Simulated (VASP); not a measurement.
Wanted: the native input for a VASP 6.6.1 run.

| Property | Result |
| --- | --- |
| Task | single point |
| Functional | PBE |
| Potentials or basis | VASP PAW PBE potentials, release 64 (Cd) |
| Cutoff | 520 eV |
| k mesh | 9 × 9 × 4 |
| Occupations | fermi-dirac, width 0.05 eV |
| Spin | no spin polarisation |
| Dipole correction | no |
| Further INCAR settings | ALGO = Normal; EDIFF = 1e-07; NBANDS = 19 |

The structure of Cd lies in POSCAR:

```
Cd
1.0
    2.9788700000      0.0000000000      0.0000000000
   -1.4894350000      2.5797770946      0.0000000000
    0.0000000000      0.0000000000      5.6176500000
Cd
2
Direct
    0.6666666667      0.3333333333      0.7500000000
    0.3333333333      0.6666666667      0.2500000000
```

These files were run (other wordings do the same):

INCAR

```
SYSTEM = Cd
  ALGO = Normal
  EDIFF = 1E-7
  ENCUT = 520
  GGA = PE
  ISIF = 2
  ISMEAR = -1
  LASPH = .TRUE.
  LCHARG = .FALSE.
  LREAL = .FALSE.
  LWAVE = .FALSE.
  NBANDS = 19
  NELM = 60
  PREC = Accurate
  SIGMA = 0.05
```

KPOINTS

```
k-points
0
G
  9 9 4
  0 0 0
```

Potentials or basis: VASP PAW PBE potentials, release 64 (Cd).

Command:

```sh
$ cat potpaw_PBE.64/Cd/POTCAR > POTCAR
$ mpirun -np 1 vasp_std > vasp.out
```

It gave:

```
Pressure               : 3.7 GPa
Band gap on the k mesh : zero (bands 12 and 13 overlap by 4.07 eV)
```

Caveat: the cell stands under pressure.

Wall time 27 s on 1 thread of Oxide Virtual Turin-like Processor, with other jobs on the host, peak memory 0.13 GiB.
